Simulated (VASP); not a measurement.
# BaO (Fm-3m) in VASP: further runs

BaO is run at these levels: PBE; tasks: single point.

Program: VASP 6.6.1. These are calculated values, not measurements. Logs are shortened: lines on timing, memory, paths and dates and some standing lists are left out, and cuts for length are marked.

### Step 1. The cell of the first run

Symmetry: Fm-3m, No. 225, cubic system. The conventional cell has a = 5.545 Å, b = 5.545 Å, c = 5.545 Å, α = 90.00°, β = 90.00°, γ = 90.00°. Within 3.7 Å of Ba (site symmetry m-3m) lie 6 O at 2.77 Å. Within 3.7 Å of O (site symmetry m-3m) lie 6 Ba at 2.77 Å.

### Step 2. Single point, PBE

The input, INCAR:

```
  PREC = Accurate
  ENCUT = 600
  EDIFF = 1E-6
  ISMEAR = 0
  SIGMA = 0.05
  LREAL = False
  LASPH = True
  NELM = 120
  ALGO = Normal
  ISIF = 2
  LWAVE = False
  LCHARG = False
  GGA = PE
  NBANDS = 15
  GGA_COMPAT = False
```

The input, KPOINTS:

```
Automatic mesh
0
Gamma
  6 6 6
```

The input, POSCAR:

```
BaO
1.0
    0.0000000000      2.7726687472      2.7726687472
    2.7726687472      0.0000000000      2.7726687472
    2.7726687472      2.7726687472      0.0000000000
Ba O
1 1
Direct
    0.5000000000      0.5000000000      0.5000000000
    0.0000000000      0.0000000000      0.0000000000
```

Potentials or basis: VASP PAW PBE potentials, release 64 (Ba_sv, O).

On the command line:

```console
cat potpaw_PBE.64/Ba_sv/POTCAR potpaw_PBE.64/O/POTCAR > POTCAR
mpirun -np 1 vasp_std > vasp.out
```

OUTCAR:

```text
PREC = Accurate
   ENCUT = 600
   EDIFF = 1E-6
   ISMEAR = 0
   LREAL = False
   LASPH = True
   NELM = 120
   ISIF = 2
   GGA = PE

 ion  position               nearest neighbor table
   1  0.500  0.500  0.500-   2 2.77   2 2.77   2 2.77   2 2.77   2 2.77   2 2.77
   2  0.000  0.000  0.000-   1 2.77   1 2.77   1 2.77   1 2.77   1 2.77   1 2.77

  LATTYP: Found a face centered cubic cell.
 ALAT       =     5.5453374944

  Lattice vectors:

 A1 = (   0.0000000000,   2.7726687472,   2.7726687472)
 A2 = (   2.7726687472,   0.0000000000,   2.7726687472)
 A3 = (   2.7726687472,   2.7726687472,   0.0000000000)

Analysis of symmetry for initial positions (statically):
=====================================================================
 Subroutine PRICEL returns:
 Original cell was already a primitive cell.

 Routine SETGRP: Setting up the symmetry group for a
 face centered cubic supercell.

 Subroutine GETGRP returns: Found 48 space group operations
 (whereof 48 operations were pure point group operations)
 out of a pool of 48 trial point group operations.

The static configuration has the point symmetry O_h .

Analysis of symmetry for dynamics (positions and initial velocities):
=====================================================================
 Subroutine PRICEL returns:
 Original cell was already a primitive cell.

 Routine SETGRP: Setting up the symmetry group for a
 face centered cubic supercell.

 Subroutine GETGRP returns: Found 48 space group operations
 (whereof 48 operations were pure point group operations)
 out of a pool of 48 trial point group operations.

The dynamic configuration has the point symmetry O_h .

 Subroutine INISYM returns: Found 48 space group operations
 (whereof 48 operations are pure point group operations),
 and found     1 'primitive' translations

----------------------------------------------------------------------------------------

                                     Primitive cell

  volume of cell :      42.6308

  direct lattice vectors                    reciprocal lattice vectors
     0.000000000  2.772668747  2.772668747    -0.180331675  0.180331675  0.180331675
     2.772668747  0.000000000  2.772668747     0.180331675 -0.180331675  0.180331675
     2.772668747  2.772668747  0.000000000     0.180331675  0.180331675 -0.180331675

  length of vectors
     3.921145746  3.921145746  3.921145746     0.312343624  0.312343624  0.312343624

  position of ions in fractional coordinates (direct lattice)
     0.500000000  0.500000000  0.500000000
     0.000000000  0.000000000  0.000000000

  ion indices of the primitive-cell ions
   primitive index   ion index
                 1           1
                 2           2

----------------------------------------------------------------------------------------

 KPOINTS: Automatic mesh

Automatic generation of k-mesh.
 Grid dimensions read from file:
 generate k-points for:    6    6    6

 Generating k-lattice:

  Cartesian coordinates                     Fractional coordinates (reciprocal lattice)
    -0.030055279  0.030055279  0.030055279     0.166666667  0.000000000  0.000000000
     0.030055279 -0.030055279  0.030055279     0.000000000  0.166666667  0.000000000
     0.030055279  0.030055279 -0.030055279     0.000000000  0.000000000  0.166666667

  Length of vectors
     0.052057271  0.052057271  0.052057271

  Shift w.r.t. Gamma in fractional coordinates (k-lattice)
     0.000000000  0.000000000  0.000000000

 Subroutine IBZKPT returns following result:
 ===========================================

 Found     16 irreducible k-points:

 Following reciprocal coordinates:
            Coordinates               Weight
  0.000000  0.000000  0.000000      1.000000
  0.166667  0.000000  0.000000      8.000000
  0.333333  0.000000  0.000000      8.000000
  0.500000  0.000000  0.000000      4.000000
  0.166667  0.166667  0.000000      6.000000
  0.333333  0.166667  0.000000     24.000000
[... 8 lines left out ...]
 -0.333333  0.333333  0.166667     24.000000
 -0.333333  0.500000  0.166667     12.000000
   k-points           NKPTS =     16   k-points in BZ     NKDIM =     16   number of bands    NBANDS=     15
   number of dos      NEDOS =    301   number of ions     NIONS =      2
   total plane-waves  NPLWV =  32768
   dimension x,y,z NGX =    32 NGY =   32 NGZ =   32
   dimension x,y,z NGXF=    64 NGYF=   64 NGZF=   64
   ions per type =               1   1
   NGX,Y,Z   is equivalent  to a cutoff of  13.57, 13.57, 13.57 a.u.
   NGXF,Y,Z  is equivalent  to a cutoff of  27.13, 27.13, 27.13 a.u.
 SYSTEM =  unknown system
   PREC   = accura    normal or accurate (medium, high low for compatibility)
   ISTART =      0    job   : 0-new  1-cont  2-samecut
   ICHARG =      2    charge: 1-file 2-atom 10-const
   ISPIN  =      1    spin polarized calculation?
   LNONCOLLINEAR =      F non collinear calculations
   LSORBIT =      F    spin-orbit coupling
   LASPH  =      T    aspherical Exc in radial PAW
   ENCUT  =  600.0 eV  44.10 Ry    6.64 a.u.   7.83  7.83  7.83*2*pi/ulx,y,z
   NELM   =    120;   NELMIN=  2; NELMDL= -5     # of ELM steps
   EDIFF  = 0.1E-05   stopping-criterion for ELM
   LREAL  =      F    real-space projection
   EDIFFG = 0.1E-04   stopping-criterion for IOM
   NSW    =      0    number of steps for IOM
   IBRION =     -1    ionic relax: 0-MD 1-quasi-New 2-CG
   NFREE  =      0    steps in history (QN), initial steepest desc. (CG)
   ISIF   =      2    stress and relaxation
   ISYM   =      2    0-nonsym 1-usesym 2-fastsym
   POTIM  = 0.5000    time-step for ionic-motion
   TEBEG  =    0.0;   TEEND  =   0.0 temperature during run
   PSTRESS=    0.0 pullay stress
   NELECT =      16.0000    total number of electrons
   NUPDOWN=      -1.0000    fix difference up-down
   EMIN   =  10.00;   EMAX   =-10.00  energy-range for DOS
   EFERMI =   0.00;   METHOD = LEGACY
   ISMEAR =     0;   SIGMA  =   0.05  broadening in eV -4-tet -1-fermi 0-gaus
   EFERMI_NEDOS =   21; number of points for ismear=-14 and -15
   IALGO  =     38    algorithm
   IMIX   =      4    mixing-type and parameters
     AMIX     =   0.40;   BMIX     =  1.00
     AMIX_MAG =   1.60;   BMIX_MAG =  1.00
  volume/ion in A,a.u.               =      21.32       143.84
  Fermi-wavevector in a.u.,A,eV,Ry     =   1.180883  2.231545 18.973113  1.394484
  Thomas-Fermi vector in A             =   2.317167
   LORBIT       =      0    0 simple, 1 ext, 2 COOP (PROOUT), +10 PAW based schemes
   GGA     = PE    functional components
   LHFCALC =     F    Hartree Fock is set to
   AEXX    =    0.0000 exact exchange contribution
   IVDW    =     0    specifies the selected vdW correction
   LEPSILON=     F    determine dielectric tensor
   LRPA    =     F    only Hartree local field effects (RPA)
 non-spin polarized calculation
 Gauss-broadening in eV      SIGMA  =   0.05
  energy-cutoff  :      600.00
  volume of cell :       42.63
 maximum number of plane-waves:      1435
   NGX = 15   NGY = 15   NGZ = 15

 number of electron      16.0000000 magnetization

 Free energy of the ion-electron system (eV)
  ---------------------------------------------------
  ext. energy  EPLUGINS =         0.00000000
  ---------------------------------------------------
  free energy    TOTEN  =       -11.79715121 eV

  energy without entropy =      -11.79715121  energy(sigma->0) =      -11.79715121

 E-fermi :   2.1049     XC(G=0):  -9.6037

 val. band max:        1.8522203795   @ k =   0.5000   0.5000   0.0000
 cond. band min:       3.8390723121   @ k =   0.5000   0.5000   0.0000
 fundamental gap:      1.9868519325
 Fermi energy:         2.1048732683

 k-point     1 :       0.0000    0.0000    0.0000
  band No.  band energies     occupation
      1     -24.0598      2.00000
      2     -13.1549      2.00000
      3      -8.5789      2.00000
      4      -8.5789      2.00000
      5      -8.5789      2.00000
      6       1.5190      2.00000
      7       1.5190      2.00000
      8       1.5190      2.00000
      9       5.3831      0.00000
     10       6.5371      0.00000
     11       6.5371      0.00000
     12       6.5371      0.00000
     13       8.7943      0.00000
     14       8.7943      0.00000
     15      11.8238      0.00000

 k-point     2 :       0.1667    0.0000    0.0000
  band No.  band energies     occupation
      1     -23.9988      2.00000
      2     -13.3338      2.00000
      3      -8.6392      2.00000
      4      -8.6097      2.00000
      5      -8.6097      2.00000
      6       0.9812      2.00000
      7       1.1889      2.00000
      8       1.1889      2.00000
      9       6.2506      0.00000
     10       6.5891      0.00000
     11       7.0404      0.00000
     12       7.0404      0.00000
     13       9.4708      0.00000
     14       9.4708      0.00000
     15      13.4131      0.00000

 k-point     3 :       0.3333    0.0000    0.0000
  band No.  band energies     occupation
      1     -23.8722      2.00000
      2     -13.6929      2.00000
      3      -8.7470      2.00000
      4      -8.6693      2.00000
      5      -8.6693      2.00000
      6       0.1951      2.00000
      7       0.6328      2.00000
      8       0.6328      2.00000
      9       6.4788      0.00000
     10       8.2493      0.00000
     11       8.2493      0.00000
     12       8.7454      0.00000
     13      10.9873      0.00000
     14      10.9873      0.00000
     15      15.6381      0.00000
[... 199 lines left out ...]
 k-point    15 :      -0.3333    0.3333    0.1667
  band No.  band energies     occupation
      1     -23.7525      2.00000
      2     -13.6173      2.00000
      3      -9.4162      2.00000
      4      -9.4087      2.00000
      5      -8.6699      2.00000
      6       0.4410      2.00000
      7       1.2933      2.00000
      8       1.3166      2.00000
      9       6.5961      0.00000
     10       6.8432      0.00000
     11       9.1836      0.00000
     12      10.3796      0.00000
     13      11.7335      0.00000
     14      13.6727      0.00000
     15      14.3266      0.00000

 k-point    16 :      -0.3333    0.5000    0.1667
  band No.  band energies     occupation
      1     -23.7355      2.00000
      2     -13.4725      2.00000
      3      -9.8387      2.00000
      4      -9.3978      2.00000
      5      -8.7772      2.00000
      6       0.8066      2.00000
      7       1.6175      2.00000
      8       1.7353      2.00000
      9       5.1311      0.00000
     10       8.0373      0.00000
     11       8.5007      0.00000
     12      11.3513      0.00000
     13      11.5735      0.00000
     14      13.8989      0.00000
     15      14.1619      0.00000

------------------------ aborting loop because EDIFF is reached ----------------------------------------

  FORCE on cell =-STRESS in cart. coord.  units (eV):
  Direction    XX          YY          ZZ          XY          YZ          ZX
  --------------------------------------------------------------------------------------
  -------------------------------------------------------------------------------------
  Total        0.7205433      0.7205433      0.7205433      0.0000000      0.0000000      0.0000000
  in kB       27.0798787     27.0798787     27.0798787      0.0000000      0.0000000      0.0000000
  external PRESSURE =      27.0798787 kB  Pullay stress =       0.0000000 kB

 VOLUME and BASIS-vectors are now :
 -----------------------------------------------------------------------------
  energy-cutoff  :      600.00
  volume of cell :       42.63
      direct lattice vectors                 reciprocal lattice vectors
     0.000000000  2.772668747  2.772668747    -0.180331675  0.180331675  0.180331675
     2.772668747  0.000000000  2.772668747     0.180331675 -0.180331675  0.180331675
     2.772668747  2.772668747  0.000000000     0.180331675  0.180331675 -0.180331675

 POSITION                                       TOTAL-FORCE (eV/Angst)
 -----------------------------------------------------------------------------------
      2.77267      2.77267      2.77267         0.000000      0.000000      0.000000
      0.00000      0.00000      0.00000        -0.000000     -0.000000     -0.000000
 -----------------------------------------------------------------------------------
    total drift:                                0.000000     -0.000000     -0.000000

  FREE ENERGIE OF THE ION-ELECTRON SYSTEM (eV)
  ---------------------------------------------------
  free  energy   TOTEN  =       -11.7971512147 eV

  energy  without entropy=      -11.7971512147  energy(sigma->0) =      -11.79715121
```

It took 7.9 s on 1 thread of Intel Xeon 6975P-C (Granite Rapids), shared host; peak memory 0.18 GiB.

Results:

| Quantity | Value |
| --- | --- |
| Free energy | -11.7972 eV |
| Pressure | 2.7 GPa |
| Band gap on the k mesh | 1.99 eV, direct |

Caveat: spin-orbit coupling is left out, which moves the levels of the heavy elements.

### Step 3. Single point, PBE

This run uses another cell than the first one, of 21.64 Å³/atom, 1.015 times its volume.

The input, INCAR:

```
SYSTEM = BaO
  PREC = Accurate
  ENCUT = 600
  EDIFF = 1E-6
  ISMEAR = 0
  SIGMA = 0.05
  LREAL = .False.
  LASPH = .True.
  NELM = 120
  ALGO = Normal
  ISIF = 2
  LWAVE = .False.
  LCHARG = .True.
  GGA = PE
  LELF = .True.
  LVHAR = .True.
  NBANDS = 15
  GGA_COMPAT = .False.
```

The input, KPOINTS:

```
regular mesh
0
Gamma
  6 6 6
  0 0 0
```

The input, POSCAR:

```
BaO
1.0
    0.0000000000      2.7867887712      2.7867887712
    2.7867887712      0.0000000000      2.7867887712
    2.7867887712      2.7867887712      0.0000000000
Ba O
1 1
Direct
    0.5000000000      0.5000000000      0.5000000000
    0.0000000000      0.0000000000      0.0000000000
```

Potentials or basis: VASP PAW PBE potentials, release 64 (Ba_sv, O).

On the command line:

```console
cat potpaw_PBE.64/Ba_sv/POTCAR potpaw_PBE.64/O/POTCAR > POTCAR
mpirun -np 1 vasp_std > vasp.out
```

Wall time 6.6 s (1 thread of Intel Xeon 6975P-C (Granite Rapids), shared host); peak memory 0.18 GiB.

Results (log left out):

| Quantity | Value |
| --- | --- |
| Free energy | -11.8064 eV |
| Pressure | 1.5 GPa |
| Band gap on the k mesh | 2.04 eV, direct |

Levels at points of the mesh, in eV from the valence-band top:
```
           k point  band 6  band 7  band 8  band 9  band 10  band 11
(0.00, 0.00, 0.00)   -0.29   -0.29   -0.29    3.47     4.69     4.69
(0.50, 0.00, 0.00)   -1.92   -1.39   -1.39    4.91     7.10     7.10
(0.50, 0.50, 0.00)   -0.13   -0.13    0.00    2.04     5.90     8.80
```

Caveat: spin-orbit coupling is left out, which moves the levels of the heavy elements.
